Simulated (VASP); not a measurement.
## HfO2: single point with PBEsol

Crystal: HfO2.

```
Hf O
1.0
    -0.06530    2.42069    2.42069
     2.42069   -0.06530    2.42069
     2.42069    2.42069   -0.06530
Hf O
1 2
Cartesian
  0.0000 0.0000 0.0000
  1.1940 1.1940 1.1940
  3.5821 3.5821 3.5821
```

| Quantity | Value |
| --- | --- |
| Program | VASP 6.6.1 |
| Task | single point |
| Functional | PBEsol |
| Potentials or basis | VASP PAW PBE potentials, release 64 (Hf_pv, O) |
| Cutoff | 520 eV |
| k mesh | 8 × 8 × 8 |
| Occupations | gaussian, width 0.05 eV |
| Spin | no spin polarisation |
| Dipole correction | no |
| Further INCAR settings | ALGO = Normal; EDIFF = 1e-06; NBANDS = 18 |

* Pressure: 22.5 GPa
* Largest force: 0.660 eV/Å
* Band gap on the k mesh: 3.94 eV, direct

Forces in eV/Å, atoms in the order of the input:
```
Hf   0.000  0.000  0.000
O    0.381  0.381  0.381
O   -0.381 -0.381 -0.381
```

Stress tensor (GPa, compression positive):
```
22.52  4.62  4.62
 4.62 22.52  4.62
 4.62  4.62 22.52
```

Levels at points of the mesh, in eV from the valence-band top:
| k point | band 9 | band 10 | band 11 | band 12 | band 13 | band 14 |
| --- | --- | --- | --- | --- | --- | --- |
| (0.00, 0.00, 0.00) | -0.67 | -0.66 | -0.66 | 4.01 | 4.01 | 6.44 |
| (0.50, 0.00, 0.00) | -3.03 | -2.03 | -1.84 | 4.72 | 5.01 | 7.77 |
| (0.50, 0.50, 0.00) | -1.92 | -1.54 | 0.00 | 3.94 | 5.98 | 7.45 |
| (0.50, 0.50, 0.50) | -2.88 | -2.01 | -2.01 | 4.99 | 4.99 | 8.41 |

Wall time 19 s on 1 thread of Intel(R) Xeon(R) 6975P-C (Granite Rapids), with other jobs on the host, peak memory 0.18 GiB.

Caveat: the PAW data sets were made with another functional, which shifts forces and pressure a little; spin-orbit coupling is left out, which moves the levels of the heavy elements. Expect the measured gap to be larger: semilocal functionals such as PBEsol lack the derivative discontinuity.
